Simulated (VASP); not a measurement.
# BN (P6_3/mmc) in VASP: a series of runs

BN is run at these levels: PBEsol; tasks: relaxation of cell and atoms, single point.

Program: VASP 6.6.1. These are calculated values, not measurements. Logs are shortened: lines on timing, memory, paths and dates and some standing lists are left out, and cuts for length are marked.

## (1) The cell of the first run

It takes space group P6_3/mmc (No. 194, hexagonal). The conventional cell has a = 2.496 Å, b = 2.496 Å, c = 7.049 Å, α = 90.00°, β = 90.00°, γ = 120.00°. Within 1.9 Å of B (site symmetry -6m2) lie 3 N at 1.44 Å. Within 1.9 Å of N (site symmetry -6m2) lie 3 B at 1.44 Å.

## (2) Relaxation of cell and atoms, PBEsol, target pressure 1 GPa, at which the enthalpy is minimised

Contents of INCAR:

```
PREC = Accurate
ENCUT = 600
EDIFF = 1E-7
ISMEAR = 0
SIGMA = 0.02
LREAL = False
LASPH = True
NELM = 80
ALGO = Normal
ISIF = 3
LWAVE = False
LCHARG = False
GGA = PS
IBRION = 2
NSW = 70
EDIFFG = -0.008
PSTRESS = 10.0
```

Contents of KPOINTS:

```
regular mesh
0
Gamma
  12 12 4
```

Contents of POSCAR:

```
BN
1.0
    2.4960099755      0.0000000000      0.0000000000
   -1.2480049877      2.1616080469      0.0000000000
    0.0000000000      0.0000000000      7.0492224529
B N
2 2
Direct
    0.3333333333      0.6666666667      0.2500000000
    0.6666666667      0.3333333333      0.7500000000
    0.3333333333      0.6666666667      0.7500000000
    0.6666666667      0.3333333333      0.2500000000
```

Potentials or basis: VASP PAW PBE potentials, release 64 (B, N).

Run with:

```
$ cat potpaw_PBE.64/B/POTCAR potpaw_PBE.64/N/POTCAR > POTCAR
$ mpirun -np 1 vasp_std > vasp.out
```

OUTCAR:

```text
PREC = Accurate
   ENCUT = 600
   EDIFF = 1E-7
   ISMEAR = 0
   LREAL = False
   LASPH = True
   NELM = 80
   ISIF = 3
   GGA = PS
   IBRION = 2
   NSW = 70
   EDIFFG = -0.008
   PSTRESS = 10.0

 ion  position               nearest neighbor table
   1  0.333  0.667  0.250-   4 1.44   4 1.44   4 1.44
   2  0.667  0.333  0.750-   3 1.44   3 1.44   3 1.44
   3  0.333  0.667  0.750-   2 1.44   2 1.44   2 1.44
   4  0.667  0.333  0.250-   1 1.44   1 1.44   1 1.44

  LATTYP: Found a hexagonal cell.
 ALAT       =     2.4960099755
 C/A-ratio  =     2.8241964263

  Lattice vectors:

 A1 = (   2.4960099755,   0.0000000000,   0.0000000000)
 A2 = (  -1.2480049877,   2.1616080469,   0.0000000000)
 A3 = (   0.0000000000,   0.0000000000,   7.0492224529)

Analysis of symmetry for initial positions (statically):
=====================================================================
 Subroutine PRICEL returns:
 Original cell was already a primitive cell.

 Routine SETGRP: Setting up the symmetry group for a
 hexagonal supercell.

 Subroutine GETGRP returns: Found 24 space group operations
 (whereof 12 operations were pure point group operations)
 out of a pool of 24 trial point group operations.

The static configuration has the point symmetry D_3d.
 The point group associated with its full space group is D_6h.

Analysis of symmetry for dynamics (positions and initial velocities):
=====================================================================
 Subroutine PRICEL returns:
 Original cell was already a primitive cell.

 Routine SETGRP: Setting up the symmetry group for a
 hexagonal supercell.

 Subroutine GETGRP returns: Found 24 space group operations
 (whereof 12 operations were pure point group operations)
 out of a pool of 24 trial point group operations.

The dynamic configuration has the point symmetry D_3d.
 The point group associated with its full space group is D_6h.

 Subroutine INISYM returns: Found 24 space group operations
 (whereof 12 operations are pure point group operations),
 and found     1 'primitive' translations

----------------------------------------------------------------------------------------

                                     Primitive cell

  volume of cell :      38.0333

  direct lattice vectors                    reciprocal lattice vectors
     2.496009975  0.000000000  0.000000000     0.400639424  0.231309280  0.000000000
    -1.248004988  2.161608047  0.000000000     0.000000000  0.462618559  0.000000000
     0.000000000  0.000000000  7.049222453     0.000000000  0.000000000  0.141859617

  length of vectors
     2.496009975  2.496009975  7.049222453     0.462618559  0.462618559  0.141859617

  position of ions in fractional coordinates (direct lattice)
     0.333333333  0.666666667  0.250000000
     0.666666667  0.333333333  0.750000000
     0.333333333  0.666666667  0.750000000
     0.666666667  0.333333333  0.250000000

  ion indices of the primitive-cell ions
   primitive index   ion index
                 1           1
                 2           2
                 3           3
                 4           4

----------------------------------------------------------------------------------------

 KPOINTS: regular mesh

Automatic generation of k-mesh.
 Grid dimensions read from file:
 generate k-points for:   12   12    4

 Generating k-lattice:

  Cartesian coordinates                     Fractional coordinates (reciprocal lattice)
     0.033386619  0.019275773  0.000000000     0.083333333  0.000000000  0.000000000
     0.000000000  0.038551547  0.000000000     0.000000000  0.083333333  0.000000000
     0.000000000  0.000000000  0.035464904     0.000000000  0.000000000  0.250000000

  Length of vectors
     0.038551547  0.038551547  0.035464904

  Shift w.r.t. Gamma in fractional coordinates (k-lattice)
     0.000000000  0.000000000  0.000000000

 Subroutine IBZKPT returns following result:
 ===========================================

 Found     57 irreducible k-points:

 Following reciprocal coordinates:
            Coordinates               Weight
  0.000000  0.000000  0.000000      1.000000
  0.083333  0.000000  0.000000      6.000000
  0.166667  0.000000  0.000000      6.000000
  0.250000 -0.000000  0.000000      6.000000
  0.333333  0.000000  0.000000      6.000000
  0.416667 -0.000000  0.000000      6.000000
[... 16 lines left out ...]
  0.250000 -0.000000  0.250000     12.000000
  0.333333  0.000000  0.250000     12.000000
 [... further k-points ...]
   k-points           NKPTS =     57   k-points in BZ     NKDIM =     57   number of bands    NBANDS=     12
   number of dos      NEDOS =    301   number of ions     NIONS =      4
   total plane-waves  NPLWV =  22400
   dimension x,y,z NGX =    20 NGY =   20 NGZ =   56
   dimension x,y,z NGXF=    40 NGYF=   40 NGZF=  112
   ions per type =               2   2
   NGX,Y,Z   is equivalent  to a cutoff of  13.32, 13.32, 13.21 a.u.
   NGXF,Y,Z  is equivalent  to a cutoff of  26.64, 26.64, 26.41 a.u.
 SYSTEM =  unknown system
   PREC   = accura    normal or accurate (medium, high low for compatibility)
   ISTART =      0    job   : 0-new  1-cont  2-samecut
   ICHARG =      2    charge: 1-file 2-atom 10-const
   ISPIN  =      1    spin polarized calculation?
   LNONCOLLINEAR =      F non collinear calculations
   LSORBIT =      F    spin-orbit coupling
   LASPH  =      T    aspherical Exc in radial PAW
   ENCUT  =  600.0 eV  44.10 Ry    6.64 a.u.   4.99  4.99 14.08*2*pi/ulx,y,z
   NELM   =     80;   NELMIN=  2; NELMDL= -5     # of ELM steps
   EDIFF  = 0.1E-06   stopping-criterion for ELM
   LREAL  =      F    real-space projection
   EDIFFG = -.8E-02   stopping-criterion for IOM
   NSW    =     70    number of steps for IOM
   IBRION =      2    ionic relax: 0-MD 1-quasi-New 2-CG
   NFREE  =      1    steps in history (QN), initial steepest desc. (CG)
   ISIF   =      3    stress and relaxation
   ISYM   =      2    0-nonsym 1-usesym 2-fastsym
   POTIM  = 0.5000    time-step for ionic-motion
   TEBEG  =    0.0;   TEEND  =   0.0 temperature during run
   PSTRESS=   10.0 pullay stress
   NELECT =      16.0000    total number of electrons
   NUPDOWN=      -1.0000    fix difference up-down
   EMIN   =  10.00;   EMAX   =-10.00  energy-range for DOS
   EFERMI =   0.00;   METHOD = LEGACY
   ISMEAR =     0;   SIGMA  =   0.02  broadening in eV -4-tet -1-fermi 0-gaus
   EFERMI_NEDOS =   21; number of points for ismear=-14 and -15
   IALGO  =     38    algorithm
   IMIX   =      4    mixing-type and parameters
     AMIX     =   0.40;   BMIX     =  1.00
     AMIX_MAG =   1.60;   BMIX_MAG =  1.00
  volume/ion in A,a.u.               =       9.51        64.17
  Fermi-wavevector in a.u.,A,eV,Ry     =   1.226667  2.318064 20.472847  1.504712
  Thomas-Fermi vector in A             =   2.361659
   LORBIT       =      0    0 simple, 1 ext, 2 COOP (PROOUT), +10 PAW based schemes
   GGA     = PS    functional components
   LHFCALC =     F    Hartree Fock is set to
   AEXX    =    0.0000 exact exchange contribution
   IVDW    =     0    specifies the selected vdW correction
   LEPSILON=     F    determine dielectric tensor
   LRPA    =     F    only Hartree local field effects (RPA)
 conjugate gradient relaxation of ions
 non-spin polarized calculation
 Gauss-broadening in eV      SIGMA  =   0.02
  energy-cutoff  :      600.00
  volume of cell :       38.03
 maximum number of plane-waves:      1299
 NGX is ok and might be reduce to    20
   NGX =  9   NGY =  9   NGZ = 29

--------------------------------------- Ionic step        1  -------------------------------------------

 number of electron      16.0000000 magnetization

 Free energy of the ion-electron system (eV)
  ---------------------------------------------------
  ext. energy  EPLUGINS =         0.00000000
  ---------------------------------------------------
  free energy    TOTEN  =       -36.57402121 eV

  energy without entropy =      -36.57402121  energy(sigma->0) =      -36.57402121

------------------------ aborting loop because EDIFF is reached ----------------------------------------

  FORCE on cell =-STRESS in cart. coord.  units (eV):
  Direction    XX          YY          ZZ          XY          YZ          ZX
  --------------------------------------------------------------------------------------
  -------------------------------------------------------------------------------------
  Total        0.8880867      0.8880867     -0.0629801      0.0000000     -0.0000000      0.0000000
  in kB       37.4111838     37.4111838     -2.6530726      0.0000000     -0.0000000      0.0000000
  external PRESSURE =      14.0564317 kB  Pullay stress =      10.0000000 kB
[... 105 lines left out ...]
  enthalpy is  TOTEN    =       -36.3387300165 eV   P V=        0.2384565316

--------------------------------------- Ionic step        4  -------------------------------------------

 number of electron      16.0000000 magnetization

 E-fermi :   1.9347     XC(G=0):  -9.9326

 val. band max:        1.7671181581   @ k =   0.3333   0.3333   0.5000
 cond. band min:       6.0264119423   @ k =   0.5000  -0.0000   0.0000
 fundamental gap:      4.2592937842
 Fermi energy:         1.9346707433

 k-point     1 :       0.0000    0.0000    0.0000
  band No.  band energies     occupation
      1     -15.9512      2.00000
      2     -15.7540      2.00000
      3      -4.3032      2.00000
      4      -2.6476      2.00000
      5       0.4605      2.00000
      6       0.4605      2.00000
      7       0.4815      2.00000
      8       0.4815      2.00000
      9       6.5340      0.00000
     10      11.2915      0.00000
     11      13.2964      0.00000
     12      13.2964      0.00000
[... 502 lines left out ...]
  enthalpy is  TOTEN    =       -36.3514158761 eV   P V=        0.2200765845

--------------------------------------- Ionic step        8  -------------------------------------------

 number of electron      16.0000001 magnetization

 Free energy of the ion-electron system (eV)
  ---------------------------------------------------
  ext. energy  EPLUGINS =         0.00000000
  ---------------------------------------------------
  free energy    TOTEN  =       -36.57341498 eV

  energy without entropy =      -36.57341498  energy(sigma->0) =      -36.57341498

 E-fermi :   2.4819     XC(G=0): -10.3970

 val. band max:        2.3141775551   @ k =   0.3333   0.2500   0.0000
 cond. band min:       6.4523613099   @ k =   0.5000  -0.0000   0.0000
 fundamental gap:      4.1381837549
 Fermi energy:         2.4818624609

 k-point     1 :       0.0000    0.0000    0.0000
  band No.  band energies     occupation
      1     -15.4779      2.00000
      2     -15.1410      2.00000
      3      -4.0581      2.00000
      4      -1.7308      2.00000
      5       0.9983      2.00000
      6       0.9983      2.00000
      7       1.0413      2.00000
      8       1.0413      2.00000
      9       7.4445      0.00000
     10      12.6496      0.00000
     11      13.8092      0.00000
     12      13.8092      0.00000
[... 376 lines left out ...]
  FREE ENERGIE OF THE ION-ELECTRON SYSTEM (eV)
  ---------------------------------------------------
  free  energy   TOTEN  =       -36.5734149775 eV

  energy  without entropy=      -36.5734149775  energy(sigma->0) =      -36.57341498

  enthalpy is  TOTEN    =       -36.3515554994 eV   P V=        0.2218594781

 reached required accuracy - stopping structural energy minimisation
```

Run time: 83 s. Hardware: 1 thread of Intel Xeon Platinum 8488C (Sapphire Rapids), shared host; peak memory 0.16 GiB.

What came out:

* Free energy: -36.5734 eV
* Relaxed volume: 8.89 Å³/atom
* Relaxed cell: a = 2.503 Å, b = 2.503 Å, c = 6.550 Å, α = 90.00°, β = 90.00°, γ = 120.00°
* Space group after relaxing (to 0.05 Å): P6_3/mmc (No. 194)
* Energy change on relaxing (the enthalpy is what falls): +0.2 meV/atom
* Ionic steps: 8
* Pressure after relaxing: 0.9 GPa
* Band gap on the k mesh: 4.14 eV, indirect (least direct gap 4.55 eV)

Step by step:
```
step  energy change (eV)  largest force (eV/Å)  pressure (GPa)  volume (Å³)
   1              0.0000                0.0000            2.41        38.03
   2              0.0009                0.0000           -2.89        38.49
   3             -0.0032                0.0000            0.38        38.20
   4             -0.0034                0.0000            0.40        38.07
   5             -0.0038                0.0000            0.44        37.67
   6             -0.0037                0.0000            0.57        36.87
   7              0.0025                0.0000            1.00        35.26
   8              0.0006                0.0000            0.92        35.55
```

Final structure:
```xyz
4
Lattice="2.5033 0.0000 0.0000 -1.2516 2.1679 0.0000 0.0000 0.0000 6.5499" Properties=species:S:1:pos:R:3 pbc="T T T"
B     0.0000    1.4453    1.6375
B     1.2516    0.7226    4.9124
N     0.0000    1.4453    4.9124
N     1.2516    0.7226    1.6375
```

Caveat: the cell is relaxed towards a set pressure, so the enthalpy falls and the energy may rise; the PAW data sets were made with another functional, which shifts forces and pressure a little; this functional lacks dispersion, which binds the layers, so the pressure and a relaxed spacing across them are unreliable. Expect the measured gap to be larger: semilocal functionals such as PBEsol lack the derivative discontinuity.

[end of part 1 of 2]
